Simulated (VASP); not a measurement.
# Hg (Fm-3m) in VASP: notebook

The runs below take Hg through single point, relaxation of cell and atoms, with r2SCAN+D3(BJ), r2SCAN.

All numbers are computed with VASP 6.6.1; they aren't measurements. Logs are shortened: lines on timing, memory, paths and dates and some standing lists are left out, and cuts for length are marked.

## Step 1: The cell of the first run

It takes space group Fm-3m (No. 225, cubic). The conventional cell has a = 4.687 Å, b = 4.687 Å, c = 4.687 Å, α = 90.00°, β = 90.00°, γ = 90.00°. Hg (site symmetry m-3m) has 12 Hg at 3.31 Å within 4.4 Å.

## Step 2: Single point, r2SCAN+D3(BJ)

POSCAR

```
Hg
1.0
    0.0000000000      2.3436812508      2.3436812508
    2.3436812508      0.0000000000      2.3436812508
    2.3436812508      2.3436812508      0.0000000000
Hg
1
Direct
    0.0000000000      0.0000000000      0.0000000000
```

INCAR.step1

```
SYSTEM = Hg
PREC = Accurate
ENCUT = 520
ISMEAR = -1
SIGMA = 0.08
LREAL = .False.
LASPH = .True.
NELM = 60
NBANDS = 12
GGA = PE
ALGO = Normal
EDIFF = 1E-4
LWAVE = .True.
LCHARG = .False.
```

INCAR.step2

```
SYSTEM = Hg
PREC = Accurate
ENCUT = 520
EDIFF = 1E-6
ISMEAR = -1
SIGMA = 0.08
LREAL = .False.
LASPH = .True.
NELM = 60
ALGO = Normal
ISIF = 2
LWAVE = .False.
LCHARG = .False.
METAGGA = R2SCAN
LMIXTAU = .True.
IVDW = 12
VDW_S6 = 1.0
VDW_S8 = 0.78981345
VDW_A1 = 0.49484001
VDW_A2 = 5.73083694
NBANDS = 12
ISTART = 1
```

KPOINTS

```
regular mesh
0
Gamma
  16 16 16
  0 0 0
```

Potentials or basis: VASP PAW PBE potentials, release 64 (Hg).

Launch:

```console
$ cat potpaw_PBE.64/Hg/POTCAR > POTCAR
$ cp INCAR.step1 INCAR
$ mpirun -np 1 vasp_std > vasp.out
$ cp INCAR.step2 INCAR
$ mpirun -np 1 vasp_std > vasp.out
```

OUTCAR:

```text
SYSTEM = Hg
   PREC = Accurate
   ENCUT = 520
   EDIFF = 1E-6
   ISMEAR = -1
   LREAL = .False.
   LASPH = .True.
   NELM = 60
   ISIF = 2
   METAGGA = R2SCAN
   IVDW = 12
   ISTART = 1
 IVDW          = 12

 ion  position               nearest neighbor table
   1  0.000  0.000  0.000-

  LATTYP: Found a face centered cubic cell.
 ALAT       =     4.6873625016

  Lattice vectors:

 A1 = (   0.0000000000,   2.3436812508,   2.3436812508)
 A2 = (   2.3436812508,   0.0000000000,   2.3436812508)
 A3 = (   2.3436812508,   2.3436812508,   0.0000000000)

Analysis of symmetry for initial positions (statically):
=====================================================================
 Subroutine PRICEL returns:
 Original cell was already a primitive cell.

 Routine SETGRP: Setting up the symmetry group for a
 face centered cubic supercell.

 Subroutine GETGRP returns: Found 48 space group operations
 (whereof 48 operations were pure point group operations)
 out of a pool of 48 trial point group operations.

The static configuration has the point symmetry O_h .

Analysis of symmetry for dynamics (positions and initial velocities):
=====================================================================
 Subroutine PRICEL returns:
 Original cell was already a primitive cell.

 Routine SETGRP: Setting up the symmetry group for a
 face centered cubic supercell.

 Subroutine GETGRP returns: Found 48 space group operations
 (whereof 48 operations were pure point group operations)
 out of a pool of 48 trial point group operations.

The dynamic configuration has the point symmetry O_h .

 Subroutine INISYM returns: Found 48 space group operations
 (whereof 48 operations are pure point group operations),
 and found     1 'primitive' translations

----------------------------------------------------------------------------------------

                                     Primitive cell

  volume of cell :      25.7469

  direct lattice vectors                    reciprocal lattice vectors
     0.000000000  2.343681251  2.343681251    -0.213339591  0.213339591  0.213339591
     2.343681251  0.000000000  2.343681251     0.213339591 -0.213339591  0.213339591
     2.343681251  2.343681251  0.000000000     0.213339591  0.213339591 -0.213339591

  length of vectors
     3.314465811  3.314465811  3.314465811     0.369515011  0.369515011  0.369515011

  position of ions in fractional coordinates (direct lattice)
     0.000000000  0.000000000  0.000000000

  ion indices of the primitive-cell ions
   primitive index   ion index
                 1           1

----------------------------------------------------------------------------------------

 KPOINTS: regular mesh

Automatic generation of k-mesh.
 Grid dimensions read from file:
 generate k-points for:   16   16   16

 Generating k-lattice:

  Cartesian coordinates                     Fractional coordinates (reciprocal lattice)
    -0.013333724  0.013333724  0.013333724     0.062500000  0.000000000  0.000000000
     0.013333724 -0.013333724  0.013333724     0.000000000  0.062500000  0.000000000
     0.013333724  0.013333724 -0.013333724     0.000000000  0.000000000  0.062500000

  Length of vectors
     0.023094688  0.023094688  0.023094688

  Shift w.r.t. Gamma in fractional coordinates (k-lattice)
     0.000000000  0.000000000  0.000000000

 Subroutine IBZKPT returns following result:
 ===========================================

 Found    145 irreducible k-points:

 Following reciprocal coordinates:
            Coordinates               Weight
  0.000000  0.000000  0.000000      1.000000
  0.062500  0.000000  0.000000      8.000000
  0.125000  0.000000  0.000000      8.000000
  0.187500  0.000000  0.000000      8.000000
  0.250000  0.000000  0.000000      8.000000
  0.312500  0.000000  0.000000      8.000000
[... 16 lines left out ...]
 -0.125000  0.062500  0.000000     24.000000
 -0.062500  0.062500  0.000000     12.000000
 [... further k-points ...]
   k-points           NKPTS =    145   k-points in BZ     NKDIM =    145   number of bands    NBANDS=     12
   number of dos      NEDOS =    301   number of ions     NIONS =      1
   total plane-waves  NPLWV =  21952
   dimension x,y,z NGX =    28 NGY =   28 NGZ =   28
   dimension x,y,z NGXF=    56 NGYF=   56 NGZF=   56
   ions per type =               1
   NGX,Y,Z   is equivalent  to a cutoff of  14.04, 14.04, 14.04 a.u.
   NGXF,Y,Z  is equivalent  to a cutoff of  28.09, 28.09, 28.09 a.u.
 SYSTEM =  Hg
   PREC   = accura    normal or accurate (medium, high low for compatibility)
   ISTART =      1    job   : 0-new  1-cont  2-samecut
   ICHARG =      0    charge: 1-file 2-atom 10-const
   ISPIN  =      1    spin polarized calculation?
   LNONCOLLINEAR =      F non collinear calculations
   LSORBIT =      F    spin-orbit coupling
   LASPH  =      T    aspherical Exc in radial PAW
   ENCUT  =  520.0 eV  38.22 Ry    6.18 a.u.   6.16  6.16  6.16*2*pi/ulx,y,z
   NELM   =     60;   NELMIN=  2; NELMDL=  0     # of ELM steps
   EDIFF  = 0.1E-05   stopping-criterion for ELM
   LREAL  =      F    real-space projection
   EDIFFG = 0.1E-04   stopping-criterion for IOM
   NSW    =      0    number of steps for IOM
   IBRION =     -1    ionic relax: 0-MD 1-quasi-New 2-CG
   NFREE  =      0    steps in history (QN), initial steepest desc. (CG)
   ISIF   =      2    stress and relaxation
   ISYM   =      2    0-nonsym 1-usesym 2-fastsym
   POTIM  = 0.5000    time-step for ionic-motion
   TEBEG  =    0.0;   TEEND  =   0.0 temperature during run
   PSTRESS=    0.0 pullay stress
   NELECT =      12.0000    total number of electrons
   NUPDOWN=      -1.0000    fix difference up-down
   EMIN   =  10.00;   EMAX   =-10.00  energy-range for DOS
   EFERMI =   0.00;   METHOD = LEGACY
   ISMEAR =    -1;   SIGMA  =   0.08  broadening in eV -4-tet -1-fermi 0-gaus
   EFERMI_NEDOS =   21; number of points for ismear=-14 and -15
   IALGO  =     38    algorithm
   IMIX   =      4    mixing-type and parameters
     AMIX     =   0.40;   BMIX     =  1.00
     AMIX_MAG =   1.60;   BMIX_MAG =  1.00
  volume/ion in A,a.u.               =      25.75       173.75
  Fermi-wavevector in a.u.,A,eV,Ry     =   1.269288  2.398606 21.920224  1.611091
  Thomas-Fermi vector in A             =   2.402337
   LORBIT       =      0    0 simple, 1 ext, 2 COOP (PROOUT), +10 PAW based schemes
   METAGGA = R2SCAN    functional components
   LHFCALC =     F    Hartree Fock is set to
   AEXX    =    0.0000 exact exchange contribution
   IVDW    =    12    specifies the selected vdW correction
   LEPSILON=     F    determine dielectric tensor
   LRPA    =     F    only Hartree local field effects (RPA)
 non-spin polarized calculation
  energy-cutoff  :      520.00
  volume of cell :       25.75
 maximum number of plane-waves:       702
 NGX is ok and might be reduce to    28
   NGX = 13   NGY = 13   NGZ = 13

 number of electron      12.0000002 magnetization

 Free energy of the ion-electron system (eV)
  ---------------------------------------------------
  ext. energy  EPLUGINS =         0.00000000
  ---------------------------------------------------
  free energy    TOTEN  =       -49.33996871 eV

  energy without entropy =      -49.33435729  energy(sigma->0) =      -49.33716300

 E-fermi :   1.8278     XC(G=0): -10.9404

 val. band max:        1.8114917352   @ k =  -0.4375   0.0625   0.0000
 cond. band min:       1.9234191435   @ k =  -0.3750   0.4375   0.0625
 fundamental gap:      0.1119274083
 Fermi energy:         1.8278217852

 k-point     1 :       0.0000    0.0000    0.0000
  band No.  band energies     occupation
      1      -6.5746      2.00000
      2      -5.1416      2.00000
      3      -5.1416      2.00000
      4      -5.1416      2.00000
      5      -4.6030      2.00000
      6      -4.6030      2.00000
      7      16.1374      0.00000
      8      16.4442      0.00000
      9      16.4442      0.00000
     10      16.4442      0.00000
     11      20.6836      0.00000
     12      21.6770      0.00000

 k-point     2 :       0.0625    0.0000    0.0000
  band No.  band energies     occupation
      1      -6.4790      2.00000
      2      -5.1500      2.00000
      3      -5.1220      2.00000
      4      -5.1220      2.00000
      5      -4.6079      2.00000
      6      -4.6079      2.00000
      7      15.2523      0.00000
      8      16.2073      0.00000
      9      16.3705      0.00000
     10      16.3705      0.00000
     11      20.8269      0.00000
     12      21.7712      0.00000

 k-point     3 :       0.1250    0.0000    0.0000
  band No.  band energies     occupation
      1      -6.2125      2.00000
      2      -5.1516      2.00000
      3      -5.0738      2.00000
      4      -5.0738      2.00000
      5      -4.6133      2.00000
      6      -4.6133      2.00000
      7      13.0838      0.00000
      8      16.1553      0.00000
      9      16.1553      0.00000
     10      16.2820      0.00000
     11      20.4318      0.00000
     12      21.7952      0.00000
[... 286 lines left out ...]
 k-point    23 :      -0.1250    0.0625    0.0000
  band No.  band energies     occupation
      1      -6.0206      2.00000
      2      -5.1863      2.00000
      3      -5.0409      2.00000
      4      -5.0041      2.00000
      5      -4.6666      2.00000
      6      -4.5462      2.00000
      7      12.3295      0.00000
      8      14.2986      0.00000
      9      16.8327      0.00000
     10      16.8989      0.00000
     11      19.5753      0.00000
     12      21.0949      0.00000

 k-point    24 :      -0.0625    0.0625    0.0000
  band No.  band energies     occupation
      1      -6.3243      2.00000
      2      -5.1738      2.00000
      3      -5.0963      2.00000
      4      -5.0736      2.00000
      5      -4.6391      2.00000
      6      -4.5872      2.00000
      7      14.4078      0.00000
      8      14.9637      0.00000
      9      16.5541      0.00000
     10      16.7583      0.00000
     11      20.3695      0.00000
     12      21.7140      0.00000

 [... further k-points ...]

------------------------ aborting loop because EDIFF is reached ----------------------------------------

 Edisp (eV)   -0.19179

 E8    (eV) :    -0.0687

  FORCE on cell =-STRESS in cart. coord.  units (eV):
  Direction    XX          YY          ZZ          XY          YZ          ZX
  --------------------------------------------------------------------------------------
  -------------------------------------------------------------------------------------
  Total      -0.00995    -0.00995    -0.00995     0.00000     0.00000    -0.00000
  in kB      -0.61912    -0.61912    -0.61912     0.00000     0.00000    -0.00000
  external pressure =       -0.62 kB  Pullay stress =        0.00 kB

 VOLUME and BASIS-vectors are now :
 -----------------------------------------------------------------------------
  energy-cutoff  :      520.00
  volume of cell :       25.75
      direct lattice vectors                 reciprocal lattice vectors
     0.000000000  2.343681251  2.343681251    -0.213339591  0.213339591  0.213339591
     2.343681251  0.000000000  2.343681251     0.213339591 -0.213339591  0.213339591
     2.343681251  2.343681251  0.000000000     0.213339591  0.213339591 -0.213339591

 POSITION                                       TOTAL-FORCE (eV/Angst)
 -----------------------------------------------------------------------------------
      0.00000      0.00000      0.00000         0.000000      0.000000      0.000000
 -----------------------------------------------------------------------------------
    total drift:                               -0.000000     -0.000000     -0.000000

  FREE ENERGIE OF THE ION-ELECTRON SYSTEM (eV)
  ---------------------------------------------------
  free  energy   TOTEN  =       -49.5317587165 eV

  energy  without entropy=      -49.5261472963  energy(sigma->0) =      -49.52895301
```

Wall time 2.4 min (1 thread of AMD EPYC 9R45 (Zen 5), shared host); peak memory 0.17 GiB.

What came out:

```yaml
Free_energy: -49.5318 eV
Pressure: -0.1 GPa
Band_gap_on_the_k_mesh: zero (band 6 reaches 2.06 eV, above the bottom of band 7 at 0.89 eV)
Dispersion_energy_per_atom: -0.192 eV
```

Caveat: three body term missing; the PAW data sets were made with another functional, which shifts forces and pressure a little; spin-orbit coupling is left out, which moves the levels of the heavy elements; pairwise dispersion overbinds metals, which lowers pressure and volume.

## Step 3: Single point, r2SCAN+D3(BJ)

This run uses another cell than the first one, of 26.32 Å³/atom, 1.022 times its volume.

POSCAR

```
Hg
1.0
    0.0000000000      2.3609717821      2.3609717821
    2.3609717821      0.0000000000      2.3609717821
    2.3609717821      2.3609717821      0.0000000000
Hg
1
Direct
    0.0000000000      0.0000000000      0.0000000000
```

INCAR.step1

```
SYSTEM = Hg
ALGO = Normal
EDIFF = 1E-4
ENCUT = 520
GGA = PE
ISMEAR = -1
LASPH = .TRUE.
LCHARG = .FALSE.
LREAL = .FALSE.
LWAVE = .TRUE.
NBANDS = 12
NELM = 60
PREC = Accurate
SIGMA = 0.08
```

INCAR.step2

```
SYSTEM = Hg
ALGO = Normal
EDIFF = 1E-7
ENCUT = 520
ISIF = 2
ISMEAR = -1
ISTART = 1
IVDW = 12
LASPH = .TRUE.
LCHARG = .FALSE.
LMIXTAU = .TRUE.
LREAL = .FALSE.
LWAVE = .FALSE.
METAGGA = R2SCAN
NBANDS = 12
NELM = 60
PREC = Accurate
SIGMA = 0.08
VDW_A1 = 0.49484001
VDW_A2 = 5.73083694
VDW_S6 = 1.0
VDW_S8 = 0.78981345
```

KPOINTS

```
k-points
0
G
  16 16 16
  0 0 0
```

Potentials or basis: VASP PAW PBE potentials, release 64 (Hg).

Launch:

```console
$ cat potpaw_PBE.64/Hg/POTCAR > POTCAR
$ cp INCAR.step1 INCAR
$ mpirun -np 1 vasp_std > vasp.out
$ cp INCAR.step2 INCAR
$ mpirun -np 1 vasp_std > vasp.out
```

Run time: 2.7 min. Hardware: 1 thread of AMD EPYC 9R45 (Zen 5), shared host; peak memory 0.17 GiB.

The run converged. Its results:

* Free energy: -49.5312 eV
* Pressure: -0.4 GPa
* Band gap on the k mesh: zero (band 6 reaches 1.81 eV, above the bottom of band 7 at 0.82 eV)
* Dispersion energy per atom: -0.187 eV

Levels at points of the mesh, in eV from the Fermi level:
| k point | band 3 | band 4 | band 5 | band 6 | band 7 | band 8 | band 9 | band 10 |
| --- | --- | --- | --- | --- | --- | --- | --- | --- |
| (0.00, 0.00, 0.00) | -6.87 | -6.87 | -6.36 | -6.36 | 14.28 | 14.44 | 14.44 | 14.44 |
| (0.50, 0.00, 0.00) | -6.87 | -5.92 | -5.92 | -1.74 | -0.82 | 12.17 | 12.17 | 13.47 |
| (0.50, 0.50, 0.00) | -5.95 | -5.80 | -5.80 | 0.17 | 0.47 | 7.17 | 7.17 | 11.34 |

Caveat: three body term missing; the PAW data sets were made with another functional, which shifts forces and pressure a little; spin-orbit coupling is left out, which moves the levels of the heavy elements; pairwise dispersion overbinds metals, which lowers pressure and volume.

(Part 1 of 2 ends here.)
